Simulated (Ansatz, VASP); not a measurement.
**Two plane-wave programs on NaCl**

```
Na Cl
1.0
     0.00000    2.80273    2.80273
     2.80273    0.00000    2.80273
     2.80273    2.80273    0.00000
Na Cl
1 1
Direct
  0.00000 0.00000 0.00000
  0.50000 0.50000 0.50000
```

Alike in both runs: task single point; functional r2SCAN; k mesh 6 × 6 × 6; occupations fermi-dirac, width 0.2 eV; no spin polarisation.

|  | VASP | Ansatz |
| --- | --- | --- |
| version | VASP 6.6.1 | Ansatz 0.2.0 |
| potentials or method | VASP PAW PBE potentials, release 64 (Na_pv, Cl) | plane waves |
| plane-wave cutoff (eV) | 520 | 500 |
| valence electrons in the cell | 14 | 16 |

VASP gave:

```
pressure (GPa) : -0.1
```

**Question.** What did Ansatz give for the same quantities?

**Answer.** Pressure (GPa): 0.0.

VASP's potentials were made for PBE, not for r2SCAN. VASP's potentials hold 14 valence electrons a cell and Ansatz's 16, so a difference there can come from the potentials and not from the codes.
